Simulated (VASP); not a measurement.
Set up this calculation in VASP 6.6.1, as the native input.

```yaml
Task: single point
Functional: BLYP
Potentials_or_basis: VASP PAW PBE potentials, release 64 (Se)
Cutoff: 520 eV
k_mesh: 11 × 11 × 9
Occupations: fermi-dirac, width 0.1 eV
Spin: no spin polarisation
Dipole_correction: no
Further_INCAR_settings: ALGO = Normal; EDIFF = 1e-06; NBANDS = 13
```

The structure of Se lies in POSCAR:

```
Se
1.0
    3.8313862792      0.0000000000      0.0000000000
   -1.9156931396      3.3180778495      0.0000000000
    0.0000000000      0.0000000000      3.8945054369
Se
2
Direct
    0.3333333333      0.6666666667      0.2500000000
    0.6666666667      0.3333333333      0.7500000000
```

This isn't the form of Se at room conditions, which is trigonal, of chains.

These files were run (other wordings do the same):

INCAR

```
AGGAC = 1.0 ; AGGAX = 1.0
ALDAC = 0.0 ; ALDAX = 1.0
ALGO = Normal ; EDIFF = 1E-6
ENCUT = 520 ; GGA = B5
ISIF = 2 ; ISMEAR = -1
LASPH = T ; LCHARG = F
LREAL = F ; LWAVE = F
NBANDS = 13 ; NELM = 80
PREC = Accurate ; SIGMA = 0.1
```

KPOINTS

```
k-points
0
Gamma
  11 11 9
```

Potentials or basis: VASP PAW PBE potentials, release 64 (Se).

Run with:

```bash
$ cat potpaw_PBE.64/Se/POTCAR > POTCAR
$ mpirun -np 1 vasp_std > vasp.out
```

It gave:

The pressure is 0.1 GPa and the band gap on the k mesh is zero (bands 6 and 7 overlap by 1.70 eV).

Caveat: the PAW data sets were made with another functional, which shifts forces and pressure a little.

Run time: 24 s on 1 thread of AMD EPYC 9R45 96-Core Processor (Zen 5) (shared host), peak memory 0.15 GiB.
